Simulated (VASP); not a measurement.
# Al13V3 (P1) in VASP: a series of runs, part 2 of 2

VASP 6.6.1.

## (3) Single point, PBE

INCAR

```
PREC = Accurate ; ENCUT = 520
EDIFF = 1E-6 ; ISMEAR = 0
SIGMA = 0.1 ; LREAL = Auto
LASPH = T ; NELM = 80
ALGO = Normal ; ISIF = 2
LWAVE = F ; LCHARG = T
GGA = PE ; LELF = T
LVHAR = T ; ISYM = 0
NBANDS = 53
```

KPOINTS

```
Automatic mesh
0
Gamma
  2 2 2
  0.5 0.5 0.5
```

POSCAR

```
Al13V3
1.0
   -3.9623753342      3.9632679253     -3.9594855682
    3.9582474631      3.9671311704      3.9674766844
    3.9705617190     -3.9712590415     -3.9756630692
Al V
13 3
Direct
    0.2550802729      0.0145880963      0.7450943607
    0.0040175604      0.2509527199      0.7523879590
    0.4843846373      0.9910723841      0.4925333665
    0.7347006406      0.4940050506      0.7559104215
    0.4981242872      0.7450821550      0.7484341242
    1.0104769588      0.4936839479      0.4898449784
    0.7580341364      0.9909607939      0.2504839133
    0.4983050566      0.2510439018      0.2505173744
    0.7346758524      0.7381866930      0.4794792237
    1.0109762872      1.0145339067      1.0213902482
    0.0001648217      0.7489619108      0.2505032385
    0.7581520027      0.2648716282      0.0084196460
    0.2547339624      0.7382267361      1.0105534221
    0.2557707571      0.2600638873      0.5059551491
    0.2555537756      0.4934297220      0.2503448439
    0.4890932289      0.4934737405     -0.0050446846
```

Potentials or basis: VASP PAW PBE potentials, release 64 (Al, V_sv).

Launch:

```bash
$ cat potpaw_PBE.64/Al/POTCAR potpaw_PBE.64/V_sv/POTCAR > POTCAR
$ mpirun -np 1 vasp_std > vasp.out
```

OUTCAR:

```text
PREC = Accurate
   ENCUT = 520
   EDIFF = 1E-6
   ISMEAR = 0
   LREAL = Auto
   LASPH = T
   NELM = 80
   ISIF = 2
   GGA = PE
   ISYM = 0

 ion  position               nearest neighbor table
   1  0.255  0.015  0.745-  16 2.69   3 2.71  14 2.72   2 2.73  11 2.78  12 2.82   8 2.84   5 2.87
                             9 2.92   6 2.92  10 2.92  13 3.04
   2  0.004  0.251  0.752-  16 2.72  13 2.73   1 2.73  14 2.80  15 2.80  12 2.82   7 2.82   6 2.84
                            10 2.84   4 2.87   9 2.88   3 2.91
   3  0.484  0.991  0.493-   1 2.71  13 2.71  11 2.71  14 2.79  15 2.79   5 2.82   8 2.82   4 2.82
                             9 2.82   7 2.90  12 2.90   2 2.91
   4  0.735  0.494  0.756-  14 2.69  12 2.71  16 2.72   5 2.73  11 2.78   3 2.82   8 2.84   2 2.87
                            13 2.92  10 2.92   9 2.93   6 3.04
   5  0.498  0.745  0.748-  14 2.72   4 2.73   6 2.73  15 2.80  16 2.80   3 2.82   7 2.82   9 2.84
                            13 2.84   1 2.87  10 2.88  12 2.91
   6  0.010  0.494  0.490-  14 2.69  12 2.71  15 2.72   5 2.73  11 2.78   7 2.82   2 2.84   8 2.87
                             9 2.92   1 2.92  13 2.93   4 3.04
   7  0.758  0.991  0.250-  10 2.71   9 2.71  11 2.71  16 2.79  14 2.79   6 2.82   2 2.82   5 2.82
                            13 2.82   3 2.90  12 2.90   8 2.91
   8  0.498  0.251  0.251-  15 2.72   9 2.73  10 2.73  14 2.79  16 2.80  12 2.82   3 2.82   4 2.84
                             1 2.84   6 2.87  13 2.88   7 2.91
   9  0.735  0.738  0.479-  15 2.69   7 2.71  16 2.72   8 2.73  11 2.78   3 2.82   5 2.84   2 2.88
                             6 2.92   1 2.92   4 2.93  10 3.04
  10  0.011  0.015  0.021-  15 2.69   7 2.71  14 2.72   8 2.73  11 2.78  12 2.82   2 2.84   5 2.88
                            13 2.92   4 2.92   1 2.92   9 3.04
  11  0.000  0.749  0.251-   7 2.71  12 2.71   3 2.71   9 2.78  13 2.78   1 2.78   4 2.78   6 2.78
                            10 2.78  15 2.86  16 2.86  14 2.86
  12  0.758  0.265  0.008-   6 2.71   4 2.71  11 2.71  15 2.79  16 2.79   2 2.82   8 2.82   1 2.82
                            10 2.82   3 2.90   7 2.90   5 2.91
  13  0.255  0.738  0.011-  16 2.69   3 2.71  15 2.72   2 2.73  11 2.78   7 2.82   5 2.84   8 2.88
                            10 2.92   4 2.92   6 2.93   1 3.04
  14  0.256  0.260  0.506-   6 2.69   4 2.69   5 2.72  10 2.72   1 2.72  16 2.75  15 2.75   3 2.79
                             7 2.79   8 2.79   2 2.80  11 2.86
  15  0.256  0.493  0.250-  10 2.69   9 2.69   8 2.72   6 2.72  13 2.72  16 2.74  14 2.75  12 2.79
                             3 2.79   2 2.80   5 2.80  11 2.86
  16  0.489  0.493  0.995-   1 2.69  13 2.69   2 2.72   4 2.72   9 2.72  15 2.74  14 2.75   7 2.79
                            12 2.79   8 2.80   5 2.80  11 2.86

IMPORTANT INFORMATION: All symmetrisations will be switched off!
NOSYMM: (Re-)initialisation of all symmetry stuff for point group C_1.

----------------------------------------------------------------------------------------

                                     Primitive cell

  volume of cell :     249.4750

  direct lattice vectors                    reciprocal lattice vectors
    -3.962375334  3.963267925 -3.959485568    -0.000064532  0.126224140 -0.126148765
     3.958247463  3.967131170  3.967476684     0.126188030  0.126162738  0.000003131
     3.970561719 -3.971259042 -3.975663069     0.125992463  0.000192436 -0.125891796

  length of vectors
     6.861882898  6.866347205  6.880563609     0.178454612  0.178438940  0.178109186

  position of ions in fractional coordinates (direct lattice)
     0.255080273  0.014588096  0.745094361
     0.004017560  0.250952720  0.752387959
     0.484384637  0.991072384  0.492533366
     0.734700641  0.494005051  0.755910421
     0.498124287  0.745082155  0.748434124
     0.010476959  0.493683948  0.489844978
[... 8 lines left out ...]
     0.255553776  0.493429722  0.250344844
     0.489093229  0.493473741  0.994955315

  ion indices of the primitive-cell ions
   primitive index   ion index
                 1           1
                 2           2
[... 55 lines left out ...]
 SYSTEM =  unknown system
   PREC   = accura    normal or accurate (medium, high low for compatibility)
   ISTART =      0    job   : 0-new  1-cont  2-samecut
   ICHARG =      2    charge: 1-file 2-atom 10-const
   ISPIN  =      1    spin polarized calculation?
   LNONCOLLINEAR =      F non collinear calculations
   LSORBIT =      F    spin-orbit coupling
   LASPH  =      T    aspherical Exc in radial PAW
   ENCUT  =  520.0 eV  38.22 Ry    6.18 a.u.  12.76 12.77 12.79*2*pi/ulx,y,z
   NELM   =     80;   NELMIN=  2; NELMDL= -5     # of ELM steps
   EDIFF  = 0.1E-05   stopping-criterion for ELM
   LREAL  =      T    real-space projection
   EDIFFG = 0.1E-04   stopping-criterion for IOM
   NSW    =      0    number of steps for IOM
   IBRION =     -1    ionic relax: 0-MD 1-quasi-New 2-CG
   NFREE  =      0    steps in history (QN), initial steepest desc. (CG)
   ISIF   =      2    stress and relaxation
   ISYM   =      0    0-nonsym 1-usesym 2-fastsym
   POTIM  = 0.5000    time-step for ionic-motion
   TEBEG  =    0.0;   TEEND  =   0.0 temperature during run
   PSTRESS=    0.0 pullay stress
   NELECT =      78.0000    total number of electrons
   NUPDOWN=      -1.0000    fix difference up-down
   EMIN   =  10.00;   EMAX   =-10.00  energy-range for DOS
   EFERMI =   0.00;   METHOD = LEGACY
   ISMEAR =     0;   SIGMA  =   0.10  broadening in eV -4-tet -1-fermi 0-gaus
   EFERMI_NEDOS =   21; number of points for ismear=-14 and -15
   IALGO  =     38    algorithm
   IMIX   =      4    mixing-type and parameters
     AMIX     =   0.40;   BMIX     =  1.00
     AMIX_MAG =   1.60;   BMIX_MAG =  1.00
  volume/ion in A,a.u.               =      15.59       105.22
  Fermi-wavevector in a.u.,A,eV,Ry     =   1.111128  2.099727 16.797821  1.234605
  Thomas-Fermi vector in A             =   2.247687
   LORBIT       =      0    0 simple, 1 ext, 2 COOP (PROOUT), +10 PAW based schemes
   GGA     = PE    functional components
   LHFCALC =     F    Hartree Fock is set to
   AEXX    =    0.0000 exact exchange contribution
   IVDW    =     0    specifies the selected vdW correction
   LEPSILON=     F    determine dielectric tensor
   LRPA    =     F    only Hartree local field effects (RPA)
 non-spin polarized calculation
 Gauss-broadening in eV      SIGMA  =   0.10
  energy-cutoff  :      520.00
  volume of cell :      249.48
 maximum number of plane-waves:      6717
 NGX is ok and might be reduce to    54
   NGX = 25   NGY = 25   NGZ = 25

 number of electron      77.9999994 magnetization

 Free energy of the ion-electron system (eV)
  ---------------------------------------------------
  ext. energy  EPLUGINS =         0.00000000
  ---------------------------------------------------
  free energy    TOTEN  =       -76.29742296 eV

  energy without entropy =      -76.28394880  energy(sigma->0) =      -76.29068588

 E-fermi :   8.3897     XC(G=0): -10.7094

 val. band max:        8.2535063385   @ k =  -0.2500   0.2500   0.2500
 cond. band min:       8.5226782429   @ k =  -0.2500   0.2500   0.2500
 fundamental gap:      0.2691719043
 Fermi energy:         8.3897492360

 k-point     1 :       0.2500    0.2500    0.2500
  band No.  band energies     occupation
      1     -55.4803      2.00000
      2     -55.4613      2.00000
      3     -55.4422      2.00000
      4     -29.4611      2.00000
      5     -29.4366      2.00000
      6     -29.4010      2.00000
[... 205 lines left out ...]
     50      10.3613      0.00000
     51      10.6587      0.00000
 [bands above 51 left out]

------------------------ aborting loop because EDIFF is reached ----------------------------------------

  FORCE on cell =-STRESS in cart. coord.  units (eV):
  Direction    XX          YY          ZZ          XY          YZ          ZX
  --------------------------------------------------------------------------------------
  -------------------------------------------------------------------------------------
  Total       -0.0532476     -0.0714716     -0.1015278      0.0862022     -0.1399438      0.1446992
  in kB       -0.3419662     -0.4590046     -0.6520311      0.5536072     -0.8987463      0.9292864
  external PRESSURE =      -0.4843340 kB  Pullay stress =       0.0000000 kB

 VOLUME and BASIS-vectors are now :
 -----------------------------------------------------------------------------
  energy-cutoff  :      520.00
  volume of cell :      249.48
      direct lattice vectors                 reciprocal lattice vectors
    -3.962375334  3.963267925 -3.959485568    -0.000064532  0.126224140 -0.126148765
     3.958247463  3.967131170  3.967476684     0.126188030  0.126162738  0.000003131
     3.970561719 -3.971259042 -3.975663069     0.125992463  0.000192436 -0.125891796

 POSITION                                       TOTAL-FORCE (eV/Angst)
 -----------------------------------------------------------------------------------
      2.00546     -1.89014     -3.91435        -0.013299     -0.005765     -0.005970
      3.96482     -1.97644     -2.01150        -0.000546     -0.004276      0.004594
      3.95923      3.89548      0.05600        -0.000632     -0.004604      0.008838
      2.04562      1.86968     -3.95433        -0.009653      0.001262     -0.011337
      3.94717      1.95781     -1.99174         0.005366      0.005216     -0.001810
      3.85757      0.05473     -0.03026         0.008711     -0.002507      0.010195
[... 8 lines left out ...]
      1.93453      1.97614     -0.04948         0.008395      0.005827      0.005711
      3.96585     -0.05514     -3.93432         0.004608      0.009960     -0.006712
 -----------------------------------------------------------------------------------
    total drift:                                0.001762     -0.013027      0.018524

  FREE ENERGIE OF THE ION-ELECTRON SYSTEM (eV)
  ---------------------------------------------------
  free  energy   TOTEN  =       -76.2974229551 eV

  energy  without entropy=      -76.2839487996  energy(sigma->0) =      -76.29068588
```

Run time: 4.8 min. Hardware: 1 thread of AMD EPYC, shared host; peak memory 0.34 GiB.

What came out:

```
Free energy   : -76.2974 eV
Pressure      : 0.0 GPa
Largest force : 0.017 eV/Å
```

Forces on the atoms (eV/Å):
```
Al  -0.013 -0.006 -0.006
Al  -0.001 -0.004  0.005
Al  -0.001 -0.005  0.009
Al  -0.010  0.001 -0.011
Al   0.005  0.005 -0.002
Al   0.009 -0.003  0.010
Al  -0.010  0.002 -0.005
Al  -0.009 -0.001 -0.007
Al   0.008  0.008 -0.003
Al  -0.002 -0.015  0.008
Al  -0.001  0.001 -0.001
Al   0.009  0.006  0.002
Al   0.011  0.008  0.003
V   -0.009 -0.014 -0.002
V    0.008  0.006  0.006
V    0.005  0.010 -0.007
```

Caveat: the k points lie up to 0.56 Å⁻¹ apart.
